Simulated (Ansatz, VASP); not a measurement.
**One calculation of WSe2, two programs**

INCAR

```
SYSTEM = WSe2
  ALGO = Normal
  EDIFF = 1E-6
  EDIFFG = -0.005
  ENCUT = 600
  GGA = PS
  IBRION = 2
  ISIF = 3
  ISMEAR = 0
  IVDW = 12
  LASPH = .TRUE.
  LCHARG = .FALSE.
  LREAL = .FALSE.
  LWAVE = .FALSE.
  NELM = 100
  NSW = 100
  PREC = Accurate
  SIGMA = 0.02
```

Contents of KPOINTS:

```
k-points
0
G
  12 12 2
  0 0 0
```

POSCAR

```
WSe2
1.0
    3.2900000000      0.0000000000      0.0000000000
   -1.6450000000      2.8492235785      0.0000000000
    0.0000000000      0.0000000000     12.9700000000
W Se
2 4
Direct
    0.3333333333      0.6666666667      0.2500000000
    0.6666666667      0.3333333333      0.7500000000
    0.3333333333      0.6666666667      0.6210000000
    0.6666666667      0.3333333333      0.1210000000
    0.3333333333      0.6666666667      0.8790000000
    0.6666666667      0.3333333333      0.3790000000
```

Input for Ansatz:

```yaml
crystal:
  lattice:
    - [3.29, 0.0, 0.0]
    - [-1.645, 2.8492235785, 0.0]
    - [0.0, 0.0, 12.97]
  atoms:
    - { symbol: W, position: [0.3333333333, 0.6666666667, 0.25] }
    - { symbol: W, position: [0.6666666667, 0.3333333333, 0.75] }
    - { symbol: Se, position: [0.3333333333, 0.6666666667, 0.621] }
    - { symbol: Se, position: [0.6666666667, 0.3333333333, 0.121] }
    - { symbol: Se, position: [0.3333333333, 0.6666666667, 0.879] }
    - { symbol: Se, position: [0.6666666667, 0.3333333333, 0.379] }
basis:
  ecutwfc: 420
kpoints:
  mp_grid: { grid: [12, 12, 2] }
hamiltonian:
  xc: pbesol
  dispersion: d3bj
scf:
  occupations: { method: gaussian, width: 0.02 }
output:
  forces: true
  stress: true
  eigenvalues: true
  write_density: true
  write_potential: true
  elf: true
  volumetric_format: npy
relax:
  adjacent_minimum: "off"
  f_tol: 0.005
  max_steps: 80
  cell: { stress_tol: 0.05 }
```

Alike in both runs: task relaxation of cell and atoms; functional PBEsol; dispersion D3(BJ); k mesh 12 × 12 × 2; occupations gaussian, width 0.02 eV; no spin polarisation.

```csv
,VASP,Ansatz
version,VASP 6.6.1,Ansatz 0.2.0
potentials or method,"VASP PAW PBE potentials, release 64 (W_sv, Se), cutoff 600 eV","scalar-relativistic, plane waves, PAW"
valence electrons in the cell,52,92
```

|  | VASP | Ansatz | Ansatz less VASP |
| --- | --- | --- | --- |
| gap on the k mesh at the Fermi level, each at its own relaxed structure (eV) | 0.71 | 0.71 | 0.000 |
| relaxed volume (Å³/atom) | 18.76 | 18.70 | -0.059 |
| relaxed cell length with the largest relative difference (Å) | 12.433 | 12.415 | -0.0185 |

VASP's potentials were made for PBE, not for PBEsol. VASP's potentials hold 52 valence electrons a cell and Ansatz's 92, so a difference there can come from the potentials and not from the codes.

Neither program's run includes spin-orbit coupling.
